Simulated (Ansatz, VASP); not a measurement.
## Two plane-wave programs on TiTe2

Contents of INCAR:

```
  PREC = Accurate
  ENCUT = 520
  EDIFF = 1E-7
  ISMEAR = 0
  SIGMA = 0.05
  LREAL = F
  LASPH = T
  NELM = 80
  ALGO = Normal
  ISIF = 2
  LWAVE = F
  LCHARG = T
  GGA = PE
  LELF = T
  LVHAR = T
  NBANDS = 19
```

File KPOINTS:

```
Automatic mesh
0
Gamma
  10 10 6
```

File POSCAR:

```
TiTe2
1.0
    3.7425512721      0.0164052966     -0.0171266308
   -1.8570682325      3.1782505251      0.0331560623
   -0.0321772535      0.0533523365      7.0909874943
Ti Te
1 2
Direct
    0.0330412948      0.0194301674      0.0097208814
    0.2785174837      0.6277506611      0.2562173643
    0.6884412215      0.3528191714      0.7340617543
```

Input for Ansatz:

```yaml
crystal:
  lattice:
    - [3.7425512721, 0.0164052966, -0.0171266308]
    - [-1.8570682325, 3.1782505251, 0.0331560623]
    - [-0.0321772535, 0.0533523365, 7.0909874943]
  atoms:
    - { symbol: Ti, position: [0.0330412948, 0.0194301674, 0.0097208814] }
    - { symbol: Te, position: [0.2785174837, 0.6277506611, 0.2562173643] }
    - { symbol: Te, position: [0.6884412215, 0.3528191714, 0.7340617543] }
basis:
  ecutwfc: 420
  ecutrho_ratio: 4
kpoints:
  mp_grid: { grid: [10, 10, 6] }
hamiltonian:
  xc: pbe
scf:
  occupations: { method: gaussian, width: 0.05 }
output:
  forces: true
  stress: true
  eigenvalues: true
```

Change from the starting cell: all atoms moved at random (sigma 0.1 Å), cell strained at random (1 %).

Alike in both runs: task single point; functional PBE; k mesh 10 × 10 × 6; occupations gaussian, width 0.05 eV; no spin polarisation.

```csv
,VASP,Ansatz
version,VASP 6.6.1,Ansatz 0.2.0
potentials or method,"VASP PAW PBE potentials, release 64 (Ti_sv, Te), cutoff 520 eV","scalar-relativistic, plane waves, PAW"
valence electrons in the cell,24,44
```

Ansatz gave:

```
gap on the k mesh at the Fermi level (eV)                     : none
pressure (GPa)                                                : -1.1
traceless stress, the component that is largest in VASP (GPa) : -2.25
rms of the force components (eV/Å)                            : 0.676
```

Question: What did VASP give for the same quantities?

Answer: gap on the k mesh at the Fermi level (eV): none; pressure (GPa): -1.1; traceless stress, the component that is largest in VASP (GPa): -2.23; rms of the force components (eV/Å): 0.675.

Atom by atom the forces differ by 0.005 eV/Å (rms over components). A gap of «none» marks a metal or a gap that the smearing closes. The functional is the same, so the differences come from potentials, cutoffs and numerics. VASP's potentials hold 24 valence electrons a cell and Ansatz's 44, so a difference there can come from the potentials and not from the codes.

Neither program's run includes spin-orbit coupling.
